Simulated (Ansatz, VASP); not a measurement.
## Al: VASP beside Ansatz

Contents of INCAR:

```
  ALGO = Normal
  EDIFF = 1E-6
  ENCUT = 520
  GGA = PS
  ISIF = 2
  ISMEAR = 0
  LASPH = T
  LCHARG = T
  LELF = T
  LREAL = F
  LVHAR = T
  LWAVE = F
  NBANDS = 8
  NELM = 100
  PREC = Accurate
  SIGMA = 0.15
```

Contents of KPOINTS:

```
k-points
0
Gamma
  20 20 20
```

Contents of POSCAR:

```
Al
1.0
   -1.5116577555      1.5116577555      1.5116577555
    1.5116577555     -1.5116577555      1.5116577555
    1.5116577555      1.5116577555     -1.5116577555
Al
1
Direct
    0.0000000000      0.0000000000      0.0000000000
```

Input for Ansatz:

```yaml
crystal:
  lattice:
    - [-1.5116577555, 1.5116577555, 1.5116577555]
    - [1.5116577555, -1.5116577555, 1.5116577555]
    - [1.5116577555, 1.5116577555, -1.5116577555]
  atoms:
    - { symbol: Al, position: [0.0, 0.0, 0.0] }
basis:
  ecutwfc: 420
kpoints:
  mp_grid: { grid: [20, 20, 20] }
hamiltonian:
  xc: pbesol
scf:
  occupations: { method: gaussian, width: 0.15 }
output:
  forces: true
  stress: true
  eigenvalues: true
  write_density: true
  write_potential: true
  elf: true
  volumetric_format: npy
```

Change from the starting cell: strain -0.050 along x and y, -0.050 along z, atoms carried along.

Alike in both runs: task single point; functional PBEsol; k mesh 20 × 20 × 20; occupations gaussian, width 0.15 eV; no spin polarisation.

|  | VASP | Ansatz |
| --- | --- | --- |
| version | VASP 6.6.1 | Ansatz 0.2.0 |
| potentials or method | VASP PAW PBE potentials, release 64 (Al), cutoff 520 eV | scalar-relativistic, plane waves, PAW |
| valence electrons in the cell | 3 | 3 |

VASP gave:

| Item | Value |
| --- | --- |
| gap on the k mesh at the Fermi level (eV) | none |
| pressure (GPa) | 19.8 |

Problem. Which values does Ansatz return?

Solution. gap on the k mesh at the Fermi level (eV): none; pressure (GPa): 19.6.

VASP's potentials were made for PBE, not for PBEsol. A gap of «none» marks a metal or a gap that the smearing closes.
